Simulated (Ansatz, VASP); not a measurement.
**One calculation of MnBiW2N, two programs**

File INCAR:

```
SYSTEM = MnBiW2N
PREC = Accurate
ENCUT = 600
EDIFF = 1E-7
ISMEAR = 0
SIGMA = 0.1
LREAL = .FALSE.
LASPH = .TRUE.
NELM = 60
ALGO = Normal
ISIF = 3
LWAVE = .FALSE.
LCHARG = .FALSE.
GGA = PE
IBRION = 2
NSW = 100
EDIFFG = -0.01
```

KPOINTS

```
regular mesh
0
G
  10 10 4
  0 0 0
```

The input POSCAR:

```
MnBiW2N
1.0
    2.9913496388      0.0000000000      0.0000000000
    0.0000000000      2.9913496388      0.0000000000
    0.0000000000      0.0000000000      9.1692074983
Mn Bi W N
1 1 2 1
Direct
    0.0000000000      0.0000000000      0.5519564189
    0.0000000000      0.0000000000      0.9567854417
    0.5000000000      0.5000000000      0.7057229781
    0.5000000000      0.5000000000      0.3649839616
    0.0000000000      0.0000000000      0.3410688796
```

Input for Ansatz:

```yaml
crystal:
  lattice:
    - [2.9913496388, 0.0, 0.0]
    - [0.0, 2.9913496388, 0.0]
    - [0.0, 0.0, 9.1692074983]
  atoms:
    - { symbol: Mn, position: [0.0, 0.0, 0.5519564189] }
    - { symbol: Bi, position: [0.0, 0.0, 0.9567854417] }
    - { symbol: W, position: [0.5, 0.5, 0.7057229781] }
    - { symbol: W, position: [0.5, 0.5, 0.3649839616] }
    - { symbol: "N", position: [0.0, 0.0, 0.3410688796] }
basis:
  ecutwfc: 420
kpoints:
  mp_grid: { grid: [10, 10, 4] }
hamiltonian:
  xc: pbe
scf:
  occupations: { method: gaussian, width: 0.1 }
output:
  forces: true
  stress: true
  eigenvalues: true
relax:
  adjacent_minimum: "off"
  f_tol: 0.01
  max_steps: 80
  cell: { stress_tol: 0.05 }
```

Alike in both runs: task relaxation of cell and atoms; functional PBE; k mesh 10 × 10 × 4; occupations gaussian, width 0.1 eV; no spin polarisation.

|  | VASP | Ansatz |
| --- | --- | --- |
| version | VASP 6.6.1 | Ansatz 0.2.0 |
| potentials or method | VASP PAW PBE potentials, release 64 (Mn_pv, Bi_d, W_sv, N), cutoff 600 eV | scalar-relativistic, plane waves, PAW |
| valence electrons in the cell | 61 | 63 |

```csv
,VASP,Ansatz,Ansatz less VASP
"gap on the k mesh at the Fermi level, each at its own relaxed structure (eV)",none,none,-
relaxed volume (Å³/atom),16.43,16.45,+0.021
relaxed length of the cell vector where the two differ most in proportion (Å),9.170,9.196,+0.0260
```

A gap of «none» marks a metal or a gap that the smearing closes. VASP's potentials hold 61 valence electrons a cell and Ansatz's 63, so a difference there can come from the potentials and not from the codes.

Spin-orbit coupling is off throughout.
